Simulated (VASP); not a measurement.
# Pt (Im-3m) in VASP: a series of runs

Runs on Pt. Level: r2SCAN. Tasks: single point.

Program: VASP 6.6.1. These are calculated values, not measurements. Logs are shortened: lines on timing, memory, paths and dates and some standing lists are left out, and cuts for length are marked.

## (1) The cell of the first run

It takes space group Im-3m (No. 229, cubic). The conventional cell has a = 3.168 Å, b = 3.168 Å, c = 3.168 Å, α = 90.00°, β = 90.00°, γ = 90.00°. Pt (site symmetry m-3m) has 14 Pt at 2.74 to 3.17 Å within 3.6 Å.

This isn't the form of Pt at room conditions, which is fcc.

## (2) Single point, r2SCAN

POSCAR

```
Pt
1.0
   -1.5842200000      1.5842200000      1.5842200000
    1.5842200000     -1.5842200000      1.5842200000
    1.5842200000      1.5842200000     -1.5842200000
Pt
1
Direct
    0.0000000000      0.0000000000      0.0000000000
```

INCAR.step1

```
SYSTEM = Pt
ALGO = Normal ; EDIFF = 1E-5
ENCUT = 550 ; GGA = PE
GGA_COMPAT = .FALSE. ; ISMEAR = 1
LASPH = .TRUE. ; LCHARG = .FALSE.
LREAL = .FALSE. ; LWAVE = .TRUE.
NBANDS = 11 ; NELM = 120
PREC = Accurate ; SIGMA = 0.5
```

INCAR.step2

```
SYSTEM = Pt
ALGO = Normal ; EDIFF = 1E-6
ENCUT = 550 ; GGA_COMPAT = .FALSE.
ISIF = 2 ; ISMEAR = 1
ISTART = 1 ; LASPH = .TRUE.
LCHARG = .FALSE. ; LMIXTAU = .TRUE.
LREAL = .FALSE. ; LWAVE = .FALSE.
METAGGA = R2SCAN ; NBANDS = 11
NELM = 120 ; PREC = Accurate
SIGMA = 0.5
```

KPOINTS

```
k-points
0
G
  13 13 13
  0 0 0
```

Potentials or basis: VASP PAW PBE potentials, release 64 (Pt).

On the command line:

```
> cat potpaw_PBE.64/Pt/POTCAR > POTCAR
> cp INCAR.step1 INCAR
> mpirun -np 1 vasp_std > vasp.out
> cp INCAR.step2 INCAR
> mpirun -np 1 vasp_std > vasp.out
```

OUTCAR:

```text
SYSTEM = Pt
   EDIFF = 1E-6
   ENCUT = 550
   ISIF = 2
   ISMEAR = 1
   ISTART = 1
   LASPH = .TRUE.
   LREAL = .FALSE.
   METAGGA = R2SCAN
   NELM = 120
   PREC = Accurate

 ion  position               nearest neighbor table
   1  0.000  0.000  0.000-

  LATTYP: Found a body centered cubic cell.
 ALAT       =     3.1684400000

  Lattice vectors:

 A1 = (  -1.5842200000,   1.5842200000,   1.5842200000)
 A2 = (   1.5842200000,  -1.5842200000,   1.5842200000)
 A3 = (   1.5842200000,   1.5842200000,  -1.5842200000)

Analysis of symmetry for initial positions (statically):
=====================================================================
 Subroutine PRICEL returns:
 Original cell was already a primitive cell.

 Routine SETGRP: Setting up the symmetry group for a
 body centered cubic supercell.

 Subroutine GETGRP returns: Found 48 space group operations
 (whereof 48 operations were pure point group operations)
 out of a pool of 48 trial point group operations.

The static configuration has the point symmetry O_h .

Analysis of symmetry for dynamics (positions and initial velocities):
=====================================================================
 Subroutine PRICEL returns:
 Original cell was already a primitive cell.

 Routine SETGRP: Setting up the symmetry group for a
 body centered cubic supercell.

 Subroutine GETGRP returns: Found 48 space group operations
 (whereof 48 operations were pure point group operations)
 out of a pool of 48 trial point group operations.

The dynamic configuration has the point symmetry O_h .

 Subroutine INISYM returns: Found 48 space group operations
 (whereof 48 operations are pure point group operations),
 and found     1 'primitive' translations

----------------------------------------------------------------------------------------

                                     Primitive cell

  volume of cell :      15.9040

  direct lattice vectors                    reciprocal lattice vectors
    -1.584220000  1.584220000  1.584220000     0.000000000  0.315612731  0.315612731
     1.584220000 -1.584220000  1.584220000     0.315612731  0.000000000  0.315612731
     1.584220000  1.584220000 -1.584220000     0.315612731  0.315612731  0.000000000

  length of vectors
     2.743949530  2.743949530  2.743949530     0.446343804  0.446343804  0.446343804

  position of ions in fractional coordinates (direct lattice)
     0.000000000  0.000000000  0.000000000

  ion indices of the primitive-cell ions
   primitive index   ion index
                 1           1

----------------------------------------------------------------------------------------

 KPOINTS: k-points

Automatic generation of k-mesh.
 Grid dimensions read from file:
 generate k-points for:   13   13   13

 Generating k-lattice:

  Cartesian coordinates                     Fractional coordinates (reciprocal lattice)
     0.000000000  0.024277902  0.024277902     0.076923077  0.000000000  0.000000000
     0.024277902  0.000000000  0.024277902     0.000000000  0.076923077  0.000000000
     0.024277902  0.024277902  0.000000000     0.000000000  0.000000000  0.076923077

  Length of vectors
     0.034334139  0.034334139  0.034334139

  Shift w.r.t. Gamma in fractional coordinates (k-lattice)
     0.000000000  0.000000000  0.000000000

 Subroutine IBZKPT returns following result:
 ===========================================

 Found     84 irreducible k-points:

 Following reciprocal coordinates:
            Coordinates               Weight
  0.000000  0.000000  0.000000      1.000000
  0.076923  0.000000  0.000000     12.000000
  0.153846  0.000000  0.000000     12.000000
  0.230769  0.000000  0.000000     12.000000
  0.307692  0.000000  0.000000     12.000000
  0.384615  0.000000  0.000000     12.000000
[... 16 lines left out ...]
  0.153846  0.076923  0.076923     24.000000
  0.230769  0.076923  0.076923     24.000000
 [... further k-points ...]
   k-points           NKPTS =     84   k-points in BZ     NKDIM =     84   number of bands    NBANDS=     11
   number of dos      NEDOS =    301   number of ions     NIONS =      1
   total plane-waves  NPLWV =  13824
   dimension x,y,z NGX =    24 NGY =   24 NGZ =   24
   dimension x,y,z NGXF=    48 NGYF=   48 NGZF=   48
   ions per type =               1
   NGX,Y,Z   is equivalent  to a cutoff of  14.54, 14.54, 14.54 a.u.
   NGXF,Y,Z  is equivalent  to a cutoff of  29.08, 29.08, 29.08 a.u.
 SYSTEM =  Pt
   PREC   = accura    normal or accurate (medium, high low for compatibility)
   ISTART =      1    job   : 0-new  1-cont  2-samecut
   ICHARG =      0    charge: 1-file 2-atom 10-const
   ISPIN  =      1    spin polarized calculation?
   LNONCOLLINEAR =      F non collinear calculations
   LSORBIT =      F    spin-orbit coupling
   LASPH  =      T    aspherical Exc in radial PAW
   ENCUT  =  550.0 eV  40.42 Ry    6.36 a.u.   5.25  5.25  5.25*2*pi/ulx,y,z
   NELM   =    120;   NELMIN=  2; NELMDL=  0     # of ELM steps
   EDIFF  = 0.1E-05   stopping-criterion for ELM
   LREAL  =      F    real-space projection
   EDIFFG = 0.1E-04   stopping-criterion for IOM
   NSW    =      0    number of steps for IOM
   IBRION =     -1    ionic relax: 0-MD 1-quasi-New 2-CG
   NFREE  =      0    steps in history (QN), initial steepest desc. (CG)
   ISIF   =      2    stress and relaxation
   ISYM   =      2    0-nonsym 1-usesym 2-fastsym
   POTIM  = 0.5000    time-step for ionic-motion
   TEBEG  =    0.0;   TEEND  =   0.0 temperature during run
   PSTRESS=    0.0 pullay stress
   NELECT =      10.0000    total number of electrons
   NUPDOWN=      -1.0000    fix difference up-down
   EMIN   =  10.00;   EMAX   =-10.00  energy-range for DOS
   EFERMI =   0.00;   METHOD = LEGACY
   ISMEAR =     1;   SIGMA  =   0.50  broadening in eV -4-tet -1-fermi 0-gaus
   EFERMI_NEDOS =   21; number of points for ismear=-14 and -15
   IALGO  =     38    algorithm
   IMIX   =      4    mixing-type and parameters
     AMIX     =   0.40;   BMIX     =  1.00
     AMIX_MAG =   1.60;   BMIX_MAG =  1.00
  volume/ion in A,a.u.               =      15.90       107.33
  Fermi-wavevector in a.u.,A,eV,Ry     =   1.402510  2.650360 26.763132  1.967035
  Thomas-Fermi vector in A             =   2.525265
   LORBIT       =      0    0 simple, 1 ext, 2 COOP (PROOUT), +10 PAW based schemes
   METAGGA = R2SCAN    functional components
   LHFCALC =     F    Hartree Fock is set to
   AEXX    =    0.0000 exact exchange contribution
   IVDW    =     0    specifies the selected vdW correction
   LEPSILON=     F    determine dielectric tensor
   LRPA    =     F    only Hartree local field effects (RPA)
 non-spin polarized calculation
 Methfessel and Paxton  Order N= 1 SIGMA  =   0.50
  energy-cutoff  :      550.00
  volume of cell :       15.90
 maximum number of plane-waves:       478
 NGX is ok and might be reduce to    24
   NGX = 11   NGY = 11   NGZ = 11

 number of electron       9.9999999 magnetization

 Free energy of the ion-electron system (eV)
  ---------------------------------------------------
  ext. energy  EPLUGINS =         0.00000000
  ---------------------------------------------------
  free energy    TOTEN  =       -51.39275445 eV

  energy without entropy =      -51.40613892  energy(sigma->0) =      -51.39721594

 E-fermi :   9.8603     XC(G=0): -14.2256

 val. band max:        9.8544658852   @ k =   0.4615   0.0769   0.0000
 cond. band min:       9.8603753565   @ k =  -0.3846  -0.4615   0.1538
 fundamental gap:      0.0059094712
 Fermi energy:         9.8602950464

 k-point     1 :       0.0000    0.0000    0.0000
  band No.  band energies     occupation
      1       0.1801      2.00000
      2       6.2738      2.00000
      3       6.2738      2.00000
      4       6.2738      2.00000
      5       8.7475      2.00722
      6       8.7475      2.00722
      7      27.9344      0.00000
      8      27.9344      0.00000
      9      27.9344      0.00000
     10      38.2662      0.00000
     11      38.2663      0.00000

 k-point     2 :       0.0769    0.0000    0.0000
  band No.  band energies     occupation
      1       0.4285      2.00000
      2       6.1787      2.00000
      3       6.2746      2.00000
      4       6.4721      2.00000
      5       8.6294      2.00274
      6       8.7537      2.00757
      7      28.0372      0.00000
      8      28.0949      0.00000
      9      28.2940      0.00000
     10      35.5088      0.00000
     11      35.9577      0.00000

 k-point     3 :       0.1538    0.0000    0.0000
  band No.  band energies     occupation
      1       1.1303      2.00000
      2       5.9244      2.00000
      3       6.2575      2.00000
      4       7.0491      2.00000
      5       8.4049      2.00031
      6       8.7775      2.00903
      7      27.8837      0.00000
      8      27.9987      0.00000
      9      29.3233      0.00000
     10      33.6176      0.00000
     11      33.7813      0.00000

 k-point     4 :       0.2308    0.0000    0.0000
  band No.  band energies     occupation
      1       2.1053      2.00000
      2       5.5861      2.00000
      3       6.2881      2.00000
      4       7.9456      2.00000
      5       8.3151      2.00011
      6       8.8284      2.01294
      7      25.7680      0.00000
      8      27.1186      0.00000
      9      30.8822      0.00000
     10      32.9547      0.00000
     11      33.2361      0.00000

 k-point     5 :       0.3077    0.0000    0.0000
  band No.  band energies     occupation
      1       2.9040      2.00000
      2       5.2493      2.00000
      3       6.8018      2.00000
      4       8.4336      2.00041
      5       8.9059      2.02123
      6       9.0417      2.04271
      7      22.5184      0.00000
      8      25.7625      0.00000
      9      30.1975      0.00000
     10      32.7418      0.00000
     11      33.9965      0.00000
[... 211 lines left out ...]
 k-point    21 :       0.3077    0.3077    0.0000
  band No.  band energies     occupation
      1       4.3897      2.00000
      2       5.6132      2.00000
      3       6.1729      2.00000
      4       8.8344      2.01348
      5       9.1580      2.06320
      6      15.4363     -0.00000
      7      17.0714     -0.00000
      8      19.2135     -0.00000
      9      26.9894      0.00000
     10      32.9043      0.00000
     11      33.8410      0.00000

 k-point    22 :       0.0769    0.0769    0.0769
  band No.  band energies     occupation
      1       1.5707      2.00000
      2       5.8674      2.00000
      3       5.8674      2.00000
      4       7.6885      2.00000
      5       8.5924      2.00197
      6       8.5924      2.00197
      7      27.8758      0.00000
      8      27.8758      0.00000
      9      29.0174      0.00000
     10      30.8047      0.00000
     11      35.5015      0.00000

 k-point    23 :       0.1538    0.0769    0.0769
  band No.  band energies     occupation
      1       2.5329      2.00000
      2       5.5171      2.00000
      3       5.7405      2.00000
      4       8.4789      2.00066
      5       8.7565      2.00773
      6       8.7839      2.00947
      7      25.8660      0.00000
      8      26.8209      0.00000
      9      28.2206      0.00000
     10      30.1017      0.00000
     11      36.3899      0.00000

 k-point    24 :       0.2308    0.0769    0.0769
  band No.  band energies     occupation
      1       3.3709      2.00000
      2       5.2001      2.00000
      3       6.0317      2.00000
      4       8.5201      2.00100
      5       8.8966      2.02007
      6      10.1166      0.24615
      7      22.4125      0.00000
      8      25.5098      0.00000
      9      26.8871      0.00000
     10      31.7068      0.00000
     11      37.2601      0.00000

 [... further k-points ...]

------------------------ aborting loop because EDIFF is reached ----------------------------------------

  FORCE on cell =-STRESS in cart. coord.  units (eV):
  Direction    XX          YY          ZZ          XY          YZ          ZX
  --------------------------------------------------------------------------------------
  -------------------------------------------------------------------------------------
  Total       -0.6044913     -0.6044913     -0.6044913     -0.0000000     -0.0000000     -0.0000000
  in kB      -60.8967574    -60.8967574    -60.8967574     -0.0000000     -0.0000000     -0.0000000
  external PRESSURE =     -60.8967574 kB  Pullay stress =       0.0000000 kB

 VOLUME and BASIS-vectors are now :
 -----------------------------------------------------------------------------
  energy-cutoff  :      550.00
  volume of cell :       15.90
      direct lattice vectors                 reciprocal lattice vectors
    -1.584220000  1.584220000  1.584220000     0.000000000  0.315612731  0.315612731
     1.584220000 -1.584220000  1.584220000     0.315612731  0.000000000  0.315612731
     1.584220000  1.584220000 -1.584220000     0.315612731  0.315612731  0.000000000

 POSITION                                       TOTAL-FORCE (eV/Angst)
 -----------------------------------------------------------------------------------
      0.00000      0.00000      0.00000        -0.000000      0.000000      0.000000
 -----------------------------------------------------------------------------------
    total drift:                               -0.000000      0.000000      0.000000

  FREE ENERGIE OF THE ION-ELECTRON SYSTEM (eV)
  ---------------------------------------------------
  free  energy   TOTEN  =       -51.3927544464 eV

  energy  without entropy=      -51.4061389192  energy(sigma->0) =      -51.39721594
```

Run time: 81 s. Hardware: 1 thread of AMD EPYC 7R43 (Zen 3), shared host; peak memory 0.12 GiB.

What came out:

| Property | Result |
| --- | --- |
| Free energy | -51.3928 eV |
| Pressure | -6.1 GPa |
| Band gap on the k mesh | zero (bands 5 and 6 overlap by 2.20 eV) |

Levels at points of the mesh, in eV from the Fermi level:
```csv
k point,band 2,band 3,band 4,band 5,band 6,band 7,band 8,band 9
"(0.00, 0.00, 0.00)",-3.59,-3.59,-3.59,-1.11,-1.11,18.07,18.07,18.07
```

Caveat: the cell stands under tension; the PAW data sets were made with another functional, which shifts forces and pressure a little; spin-orbit coupling is left out, which moves the levels of the heavy elements.

## (3) Single point, r2SCAN

POSCAR is that of step 2.

INCAR.step1

```
SYSTEM = Pt
  ALGO = Normal
  EDIFF = 1E-5
  ENCUT = 550
  GGA = PE
  GGA_COMPAT = .FALSE.
  ISMEAR = 1
  LASPH = .TRUE.
  LCHARG = .FALSE.
  LREAL = .FALSE.
  LWAVE = .TRUE.
  NBANDS = 11
  NELM = 120
  PREC = Accurate
  SIGMA = 0.3
```

INCAR.step2

```
SYSTEM = Pt
  ALGO = Normal
  EDIFF = 1E-6
  ENCUT = 550
  GGA_COMPAT = .FALSE.
  ISIF = 2
  ISMEAR = 1
  ISTART = 1
  LASPH = .TRUE.
  LCHARG = .TRUE.
  LELF = .TRUE.
  LMIXTAU = .TRUE.
  LREAL = .FALSE.
  LVHAR = .TRUE.
  LWAVE = .FALSE.
  METAGGA = R2SCAN
  NBANDS = 11
  NELM = 120
  PREC = Accurate
  SIGMA = 0.3
```

KPOINTS is that of step 2.

Potentials or basis: VASP PAW PBE potentials, release 64 (Pt).

On the command line:

```
> cat potpaw_PBE.64/Pt/POTCAR > POTCAR
> cp INCAR.step1 INCAR
> mpirun -np 1 vasp_std > vasp.out
> cp INCAR.step2 INCAR
> mpirun -np 1 vasp_std > vasp.out
```

Run time: 82 s. Hardware: 1 thread of AMD EPYC 7R43 (Zen 3), shared host; peak memory 0.12 GiB.

Results (log left out):

| Property | Result |
| --- | --- |
| Free energy | -51.3941 eV |
| Pressure | -5.9 GPa |
| Band gap on the k mesh | zero (bands 5 and 6 overlap by 2.20 eV) |

Levels at points of the mesh, in eV from the Fermi level:
```csv
k point,band 2,band 3,band 4,band 5,band 6,band 7,band 8,band 9
"(0.00, 0.00, 0.00)",-3.64,-3.64,-3.64,-1.16,-1.16,18.02,18.02,18.02
```

Caveat: the cell stands under tension; the PAW data sets were made with another functional, which shifts forces and pressure a little; spin-orbit coupling is left out, which moves the levels of the heavy elements.

[end of part 1 of 2]

The gap in the log of VASP goes by the Fermi energy; the results here count the filled bands.